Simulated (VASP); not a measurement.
Here is a VASP 6.6.1 calculation.

INCAR

```
  ALGO = Normal
  EDIFF = 1E-6
  ENCUT = 500
  GGA = LIBXC
  GGA_COMPAT = F
  ISIF = 2
  ISMEAR = -1
  LASPH = T
  LCHARG = F
  LIBXC1 = GGA_X_PBE
  LIBXC2 = LDA_C_PW
  LREAL = F
  LWAVE = F
  NBANDS = 18
  NELM = 120
  PREC = Accurate
  SIGMA = 0.15
```

Contents of KPOINTS:

```
k-points
0
Gamma
  8 8 6
```

File POSCAR:

```
P
1.0
    1.6141062751     -5.3534750391      0.0000000000
    1.6141062751      5.3534750391      0.0000000000
    0.0000000000      0.0000000000      4.4508823070
P
4
Direct
    0.9041431300      0.0958568700      0.5888151700
    0.0958568700      0.9041431300      0.4111848300
    0.5958568700      0.4041431300      0.0888151700
    0.4041431300      0.5958568700      0.9111848300
```

Potentials or basis: VASP PAW PBE potentials, release 64 (P).

The run is started by

```sh
$ cat potpaw_PBE.64/P/POTCAR > POTCAR
$ mpirun -np 1 vasp_std > vasp.out
```

Q: Predict the pressure.

A: 13.5 GPa.

Q: What does it give for the largest force?

A: 0.910 eV/Å.

Stress tensor (GPa, compression positive):
```
15.44  0.00  0.00
 0.00 11.56  0.00
 0.00  0.00 13.36
```

Caveat: the cell stands under pressure; the PAW data sets were made with another functional, which shifts forces and pressure a little.
